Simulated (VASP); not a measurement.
SnSe, 4 atoms in the cell. The structure is hexagonal, space group P6_3mc (No. 186). The conventional cell has a = 5.205 Å, b = 5.205 Å, c = 6.333 Å, α = 90.00°, β = 90.00°, γ = 120.00°. Sn (site symmetry 3m) has 5 Se at 2.91 to 3.43 Å within 3.8 Å. Se (site symmetry 3m) has 5 Sn at 2.91 to 3.43 Å within 3.8 Å. 

```yaml
Program: VASP 6.6.1
Task: single point
Functional: PBE
Potentials_or_basis: VASP PAW PBE potentials, release 64 (Sn_d, Se)
Cutoff: 520 eV
k_mesh: 6 × 6 × 4
Occupations: gaussian, width 0.01 eV
Spin: no spin polarisation
Dipole_correction: no
Further_INCAR_settings: ALGO = Normal; EDIFF = 1e-07; NBANDS = 28
```

Potentials or basis: VASP PAW PBE potentials, release 64 (Sn_d, Se).

Command:

```console
$ cat potpaw_PBE.64/Sn_d/POTCAR potpaw_PBE.64/Se/POTCAR > POTCAR
$ mpirun -np 1 vasp_std > vasp.out
```

Hardware: 1 thread of AMD EPYC 7R43 64-Core Processor (Zen 3), on a shared host.

How long does it take, and how much memory?

It took 2.8 min on 1 thread of AMD EPYC 7R43 64-Core Processor (Zen 3), with other jobs on the host, peak memory 0.25 GiB. Counts: scf iterations 15, k points 21.
